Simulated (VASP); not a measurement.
Input of a VASP 6.6.1 run:

Contents of INCAR:

```
ALGO = Normal
EDIFF = 1E-7
ENCUT = 520
GGA = PE
ISIF = 2
ISMEAR = 0
LASPH = T
LCHARG = F
LREAL = F
LWAVE = F
NBANDS = 40
NELM = 80
PREC = Accurate
SIGMA = 0.1
```

KPOINTS

```
k-points
0
Gamma
  6 6 6
```

Contents of POSCAR:

```
CaInC4N4
1.0
    6.5710818107      0.0000000000      0.0000000000
    0.0000000000      6.5710818107      0.0000000000
    0.0000000000      0.0000000000      6.5710818107
Ca In C N
1 1 4 4
Direct
    0.5000000000      0.5000000000      0.5000000000
    0.0000000000      0.0000000000      0.0000000000
    0.1904687611      0.1904687611      0.1904687611
    0.1904687611      0.8095312389      0.8095312389
    0.8095312389      0.1904687611      0.8095312389
    0.8095312389      0.8095312389      0.1904687611
    0.2936009195      0.2936009195      0.2936009195
    0.2936009195      0.7063990805      0.7063990805
    0.7063990805      0.2936009195      0.7063990805
    0.7063990805      0.7063990805      0.2936009195
```

Potentials or basis: VASP PAW PBE potentials, release 64 (Ca_sv, In_d, C, N).

Launch:

```console
$ cat potpaw_PBE.64/Ca_sv/POTCAR potpaw_PBE.64/In_d/POTCAR potpaw_PBE.64/C/POTCAR potpaw_PBE.64/N/POTCAR > POTCAR
$ mpirun -np 1 vasp_std > vasp.out
```

(1) Predict the largest force.

(2) Estimate the pressure.

(3) What does it give for the band gap on the k mesh?

Answers

(1) 0.385 eV/Å.

(2) 0.3 GPa.

(3) zero (an odd number of electrons rules out a gap without spin polarisation).

Caveat: spin-orbit coupling is left out, which moves the levels of the heavy elements; an odd number of electrons without spin polarisation forces a metal; a magnetic or distorted state may lie lower.
